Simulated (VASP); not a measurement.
# Ni2Ir (Fm-3m) in VASP: a series of runs

Ni2Ir is run at these levels: PBE; tasks: single point, relaxation of cell and atoms.

Program: VASP 6.6.1. These are calculated values, not measurements. Logs are shortened: lines on timing, memory, paths and dates and some standing lists are left out, and cuts for length are marked.

### Step 1. The cell of the first run

The structure is cubic, space group Fm-3m (No. 225). Conventional cell: a = 5.632 Å, b = 5.632 Å, c = 5.632 Å, α = 90.00°, β = 90.00°, γ = 90.00°. Ni (site symmetry -43m) has 4 Ir at 2.44 Å and 6 Ni at 2.82 Å within 3.2 Å. Ir (site symmetry m-3m) has 8 Ni at 2.44 Å within 3.2 Å.

### Step 2. Single point, PBE

Input file INCAR:

```
ALGO = Normal ; EDIFF = 1E-7
ENCUT = 520 ; GGA = PE
ISIF = 2 ; ISMEAR = 0
LASPH = T ; LCHARG = F
LREAL = F ; LWAVE = F
NBANDS = 22 ; NELM = 100
PREC = Accurate ; SIGMA = 0.1
```

Input file KPOINTS:

```
k-points
0
Gamma
  6 6 6
```

Input file POSCAR:

```
Ni2Ir
1.0
    0.0000000000      2.8158584933      2.8158584933
    2.8158584933      0.0000000000      2.8158584933
    2.8158584933      2.8158584933      0.0000000000
Ni Ir
2 1
Direct
    0.2500000000      0.2500000000      0.2500000000
    0.7500000000      0.7500000000      0.7500000000
    0.0000000000      0.0000000000      0.0000000000
```

Potentials or basis: VASP PAW PBE potentials, release 64 (Ni, Ir).

On the command line:

```sh
$ cat potpaw_PBE.64/Ni/POTCAR potpaw_PBE.64/Ir/POTCAR > POTCAR
$ mpirun -np 1 vasp_std > vasp.out
```

OUTCAR:

```text
EDIFF = 1E-7
   ENCUT = 520
   GGA = PE
   ISIF = 2
   ISMEAR = 0
   LASPH = T
   LREAL = F
   NELM = 100
   PREC = Accurate

 ion  position               nearest neighbor table
   1  0.250  0.250  0.250-   3 2.44   3 2.44   3 2.44   3 2.44   2 2.82   2 2.82   2 2.82   2 2.82
                             2 2.82   2 2.82
   2  0.750  0.750  0.750-   3 2.44   3 2.44   3 2.44   3 2.44   1 2.82   1 2.82   1 2.82   1 2.82
                             1 2.82   1 2.82
   3  0.000  0.000  0.000-   2 2.44   2 2.44   2 2.44   1 2.44   1 2.44   1 2.44   2 2.44   1 2.44

  LATTYP: Found a face centered cubic cell.
 ALAT       =     5.6317169866

  Lattice vectors:

 A1 = (   0.0000000000,   2.8158584933,   2.8158584933)
 A2 = (   2.8158584933,   0.0000000000,   2.8158584933)
 A3 = (   2.8158584933,   2.8158584933,   0.0000000000)

Analysis of symmetry for initial positions (statically):
=====================================================================
 Subroutine PRICEL returns:
 Original cell was already a primitive cell.

 Routine SETGRP: Setting up the symmetry group for a
 face centered cubic supercell.

 Subroutine GETGRP returns: Found 48 space group operations
 (whereof 48 operations were pure point group operations)
 out of a pool of 48 trial point group operations.

The static configuration has the point symmetry O_h .

Analysis of symmetry for dynamics (positions and initial velocities):
=====================================================================
 Subroutine PRICEL returns:
 Original cell was already a primitive cell.

 Routine SETGRP: Setting up the symmetry group for a
 face centered cubic supercell.

 Subroutine GETGRP returns: Found 48 space group operations
 (whereof 48 operations were pure point group operations)
 out of a pool of 48 trial point group operations.

The dynamic configuration has the point symmetry O_h .

 Subroutine INISYM returns: Found 48 space group operations
 (whereof 48 operations are pure point group operations),
 and found     1 'primitive' translations

----------------------------------------------------------------------------------------

                                     Primitive cell

  volume of cell :      44.6542

  direct lattice vectors                    reciprocal lattice vectors
     0.000000000  2.815858493  2.815858493    -0.177565741  0.177565741  0.177565741
     2.815858493  0.000000000  2.815858493     0.177565741 -0.177565741  0.177565741
[... 67 lines left out ...]
   NGXF,Y,Z  is equivalent  to a cutoff of  25.05, 25.05, 25.05 a.u.
 SYSTEM =  unknown system
   PREC   = accura    normal or accurate (medium, high low for compatibility)
   ISTART =      0    job   : 0-new  1-cont  2-samecut
   ICHARG =      2    charge: 1-file 2-atom 10-const
   ISPIN  =      1    spin polarized calculation?
   LNONCOLLINEAR =      F non collinear calculations
   LSORBIT =      F    spin-orbit coupling
   LASPH  =      T    aspherical Exc in radial PAW
   ENCUT  =  520.0 eV  38.22 Ry    6.18 a.u.   7.40  7.40  7.40*2*pi/ulx,y,z
   NELM   =    100;   NELMIN=  2; NELMDL= -5     # of ELM steps
   EDIFF  = 0.1E-06   stopping-criterion for ELM
   LREAL  =      F    real-space projection
   EDIFFG = 0.1E-05   stopping-criterion for IOM
   NSW    =      0    number of steps for IOM
   IBRION =     -1    ionic relax: 0-MD 1-quasi-New 2-CG
   NFREE  =      0    steps in history (QN), initial steepest desc. (CG)
   ISIF   =      2    stress and relaxation
   ISYM   =      2    0-nonsym 1-usesym 2-fastsym
   POTIM  = 0.5000    time-step for ionic-motion
   TEBEG  =    0.0;   TEEND  =   0.0 temperature during run
   PSTRESS=    0.0 pullay stress
   NELECT =      29.0000    total number of electrons
   NUPDOWN=      -1.0000    fix difference up-down
   EMIN   =  10.00;   EMAX   =-10.00  energy-range for DOS
[... 5 lines left out ...]
     AMIX     =   0.40;   BMIX     =  1.00
     AMIX_MAG =   1.60;   BMIX_MAG =  1.00
  volume/ion in A,a.u.               =      14.88       100.45
  Fermi-wavevector in a.u.,A,eV,Ry     =   1.417708  2.679079 27.346280  2.009895
  Thomas-Fermi vector in A             =   2.538910
   LORBIT       =      0    0 simple, 1 ext, 2 COOP (PROOUT), +10 PAW based schemes
   GGA     = PE    functional components
   LHFCALC =     F    Hartree Fock is set to
[... 5 lines left out ...]
 Gauss-broadening in eV      SIGMA  =   0.10
  energy-cutoff  :      520.00
  volume of cell :       44.65
 maximum number of plane-waves:      1243
 NGX is ok and might be reduce to    30
   NGX = 15   NGY = 15   NGZ = 15

 number of electron      29.0000001 magnetization

 Free energy of the ion-electron system (eV)
  ---------------------------------------------------
  ext. energy  EPLUGINS =         0.00000000
  ---------------------------------------------------
  free energy    TOTEN  =       -17.96295890 eV

  energy without entropy =      -17.92435313  energy(sigma->0) =      -17.94365602

 E-fermi :   6.7832     XC(G=0): -12.0401

 val. band max:        6.7757248571   @ k =   0.1667   0.0000   0.0000
 cond. band min:       6.8031873161   @ k =   0.3333   0.1667   0.0000
 fundamental gap:      0.0274624590
 Fermi energy:         6.7831736811

 k-point     1 :       0.0000    0.0000    0.0000
  band No.  band energies     occupation
      1      -1.3819      2.00000
      2       2.6166      2.00000
      3       2.6166      2.00000
      4       3.0312      2.00000
      5       3.0312      2.00000
      6       3.0312      2.00000
[... 389 lines left out ...]
     21      16.9797      0.00000
     22      20.3853      0.00000

------------------------ aborting loop because EDIFF is reached ----------------------------------------

  FORCE on cell =-STRESS in cart. coord.  units (eV):
  Direction    XX          YY          ZZ          XY          YZ          ZX
  --------------------------------------------------------------------------------------
  -------------------------------------------------------------------------------------
  Total        0.0282779      0.0282779      0.0282779      0.0000000     -0.0000000     -0.0000000
  in kB        1.0146012      1.0146012      1.0146012      0.0000000     -0.0000000     -0.0000000
  external PRESSURE =       1.0146012 kB  Pullay stress =       0.0000000 kB

 VOLUME and BASIS-vectors are now :
 -----------------------------------------------------------------------------
  energy-cutoff  :      520.00
  volume of cell :       44.65
      direct lattice vectors                 reciprocal lattice vectors
     0.000000000  2.815858493  2.815858493    -0.177565741  0.177565741  0.177565741
     2.815858493  0.000000000  2.815858493     0.177565741 -0.177565741  0.177565741
     2.815858493  2.815858493  0.000000000     0.177565741  0.177565741 -0.177565741

 POSITION                                       TOTAL-FORCE (eV/Angst)
 -----------------------------------------------------------------------------------
      1.40793      1.40793      1.40793         0.000000      0.000000      0.000000
      4.22379      4.22379      4.22379        -0.000000     -0.000000      0.000000
      0.00000      0.00000      0.00000        -0.000000     -0.000000     -0.000000
 -----------------------------------------------------------------------------------
    total drift:                                0.000000     -0.000000      0.000000

  FREE ENERGIE OF THE ION-ELECTRON SYSTEM (eV)
  ---------------------------------------------------
  free  energy   TOTEN  =       -17.9629588980 eV

  energy  without entropy=      -17.9243531348  energy(sigma->0) =      -17.94365602
```

OSZICAR:

```text
N       E                     dE             d eps       ncg     rms          rms(c)
DAV:   1     0.192830425470E+03    0.19283E+03   -0.13274E+04   720   0.160E+03
DAV:   2    -0.912095066711E+01   -0.20195E+03   -0.18553E+03   704   0.327E+02
DAV:   3    -0.202345615754E+02   -0.11114E+02   -0.10530E+02   770   0.986E+01
DAV:   4    -0.203890279660E+02   -0.15447E+00   -0.15428E+00   866   0.107E+01
DAV:   5    -0.203932944975E+02   -0.42665E-02   -0.42662E-02   886   0.161E+00    0.182E+01
DAV:   6    -0.248506088207E+02   -0.44573E+01   -0.39379E+01   782   0.124E+02    0.258E+01
DAV:   7    -0.179357912671E+02    0.69148E+01   -0.13907E+01   832   0.842E+01    0.290E+00
DAV:   8    -0.179863859766E+02   -0.50595E-01   -0.10765E+00   752   0.104E+01    0.260E+00
DAV:   9    -0.179678098129E+02    0.18576E-01   -0.15789E-02  1080   0.166E+00    0.135E+00
DAV:  10    -0.179634112237E+02    0.43986E-02   -0.33466E-03   812   0.608E-01    0.409E-01
DAV:  11    -0.179630464388E+02    0.36478E-03   -0.13333E-03   892   0.834E-01    0.105E-01
DAV:  12    -0.179629661131E+02    0.80326E-04   -0.23273E-04   900   0.285E-01    0.200E-02
DAV:  13    -0.179629580613E+02    0.80517E-05   -0.29604E-05   928   0.818E-02    0.174E-02
DAV:  14    -0.179629583762E+02   -0.31488E-06   -0.66581E-06   836   0.483E-02    0.365E-03
DAV:  15    -0.179629587583E+02   -0.38213E-06   -0.21433E-07   706   0.437E-03    0.112E-03
DAV:  16    -0.179629588614E+02   -0.10309E-06   -0.38585E-08   520   0.374E-03    0.196E-04
DAV:  17    -0.179629588980E+02   -0.36543E-07   -0.97719E-09   448   0.889E-04
   1 F= -.17962959E+02 E0= -.17943656E+02  d E =-.386058E-01
```

Wall time 13 s (1 thread of AMD EPYC 9R45 (Zen 5), shared host); peak memory 0.15 GiB.

Results:

| Property | Result |
| --- | --- |
| Free energy | -17.9630 eV |
| Pressure | 0.1 GPa |

Levels at points of the mesh, in eV from the Fermi level:
```
           k point  band 12  band 13  band 14  band 15  band 16  band 17
(0.00, 0.00, 0.00)    -0.65    -0.65    -0.65     0.08     0.08     9.47
(0.50, 0.00, 0.00)    -1.44    -0.43    -0.43     0.21     0.21     0.97
(0.50, 0.50, 0.00)    -0.71    -0.66     0.39     0.39     0.40     1.23
```

Caveat: spin-orbit coupling is left out, which moves the levels of the heavy elements. Spin polarisation is off, so any magnetic state and its effect on volume and gap are missing.

### Step 3. Relaxation of cell and atoms, PBE

This run uses another cell than the first one, of 10.73 Å³/atom, 0.721 times its volume.

Input file INCAR:

```
PREC = Accurate
ENCUT = 600
EDIFF = 1E-7
ISMEAR = 0
SIGMA = 0.1
LREAL = False
LASPH = True
NELM = 100
ALGO = Fast
ISIF = 3
LWAVE = False
LCHARG = False
GGA = PE
IBRION = 2
NSW = 90
EDIFFG = -0.04
```

Input file KPOINTS:

```
regular mesh
0
Gamma
  6 6 6
```

Input file POSCAR:

```
Ni2Ir
1.0
    0.0000000000      2.5244470192      2.5244470192
    2.5244470192      0.0000000000      2.5244470192
    2.5244470192      2.5244470192      0.0000000000
Ni Ir
2 1
Direct
    0.2500000000      0.2500000000      0.2500000000
    0.7500000000      0.7500000000      0.7500000000
    0.0000000000      0.0000000000      0.0000000000
```

Potentials or basis: VASP PAW PBE potentials, release 64 (Ni, Ir).

On the command line:

```sh
$ cat potpaw_PBE.64/Ni/POTCAR potpaw_PBE.64/Ir/POTCAR > POTCAR
$ mpirun -np 1 vasp_std > vasp.out
```

Run time: 5.9 min. Hardware: 1 thread of AMD EPYC 9R45 (Zen 5), shared host; peak memory 0.16 GiB.

Results (log left out):

```yaml
Free_energy: -17.9589 eV
Relaxed_volume: 14.90 Å³/atom
Relaxed_cell: a = 3.983 Å, b = 3.983 Å, c = 3.983 Å, α = 60.00°, β = 60.00°, γ = 60.00°
Space_group_after_relaxing_to_0.05_Å: Fm-3m (No. 225)
Energy_gained_by_relaxing: 1201.9 meV/atom
Ionic_steps: 12
Pressure_after_relaxing: 0.0 GPa
```

The path:
| step | energy change (eV) | largest force (eV/Å) | pressure (GPa) | volume (Å³) |
| --- | --- | --- | --- | --- |
| 1 | 0.0000 | 0.0000 | 126.13 | 32.18 |
| 2 | 6.8141 | 0.0000 | -12.80 | 89.68 |
| 3 | 5.4393 | 0.0000 | -11.71 | 73.58 |
| 4 | -1.2029 | 0.0000 | -25.74 | 64.65 |
| 5 | 15.4092 | 0.0000 | 60.87 | 46.54 |
| 6 | -1.6215 | 0.0000 | -20.71 | 57.49 |
| 7 | -2.8892 | 0.0000 | -17.08 | 51.82 |
| 8 | -3.4025 | 0.0000 | -13.25 | 49.14 |
| 9 | -3.4986 | 0.0000 | -10.14 | 47.83 |
| 10 | -3.5361 | 0.0000 | -8.41 | 47.18 |
| 11 | -3.5396 | 0.0000 | 10.11 | 42.46 |
| 12 | -3.6058 | 0.0000 | -0.05 | 44.69 |

Final structure:
```xyz
3
Lattice="0.0000 2.8166 2.8166 2.8166 0.0000 2.8166 2.8166 2.8166 0.0000" Properties=species:S:1:pos:R:3 pbc="T T T"
Ni    1.4083    1.4083    1.4083
Ni    4.2249    4.2249    4.2249
Ir    0.0000    0.0000    0.0000
```

Levels at points of the mesh, in eV from the Fermi level:
```
           k point  band 12  band 13  band 14  band 15  band 16  band 17
(0.00, 0.00, 0.00)    -0.65    -0.65    -0.65     0.08     0.08     9.46
(0.50, 0.00, 0.00)    -1.44    -0.43    -0.43     0.21     0.21     0.97
(0.50, 0.50, 0.00)    -0.71    -0.66     0.39     0.39     0.40     1.23
```

Caveat: the volume moved by over 15 % at a fixed basis, so the end points are rough; spin-orbit coupling is left out, which moves the levels of the heavy elements. Spin polarisation is off, so any magnetic state and its effect on volume and gap are missing.

(Continued in part 2 of 2.)
